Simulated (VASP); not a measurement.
A run of VASP 6.6.1 is set up as follows.

File INCAR:

```
SYSTEM = MgAu
PREC = Accurate
ENCUT = 520
EDIFF = 1E-6
ISMEAR = -1
SIGMA = 0.1
LREAL = .False.
LASPH = .True.
NELM = 150
ALGO = Normal
ISIF = 2
LWAVE = .False.
LCHARG = .False.
MAGMOM = 0 0 0 0 0 0
LORBIT = 11
LSORBIT = .True.
GGA_COMPAT = .False.
LORBMOM = .True.
LMAXMIX = 4
GGA = PS
NBANDS = 25
```

File KPOINTS:

```
regular mesh
0
Gamma
  10 10 10
  0 0 0
```

Contents of POSCAR:

```
MgAu
1.0
    3.2573798096      0.0000000000      0.0000000000
    0.0000000000      3.2573798096      0.0000000000
    0.0000000000      0.0000000000      3.2573798096
Mg Au
1 1
Direct
    0.5000000000      0.5000000000      0.5000000000
    0.0000000000      0.0000000000      0.0000000000
```

Potentials or basis: VASP PAW PBE potentials, release 64 (Mg, Au).

Launch:

```sh
$ cat potpaw_PBE.64/Mg/POTCAR potpaw_PBE.64/Au/POTCAR > POTCAR
$ mpirun -np 1 vasp_ncl > vasp.out
```

Q: Estimate the pressure.

A: -0.8 GPa.

Q: Predict the net moment.

A: 0.00 μB per cell.

Moments on the atoms (μB; x, y, z):
```
Mg  0.00 0.00 0.00
Au  0.00 0.00 0.00
```

Caveat: the PAW data sets were made with another functional, which shifts forces and pressure a little.
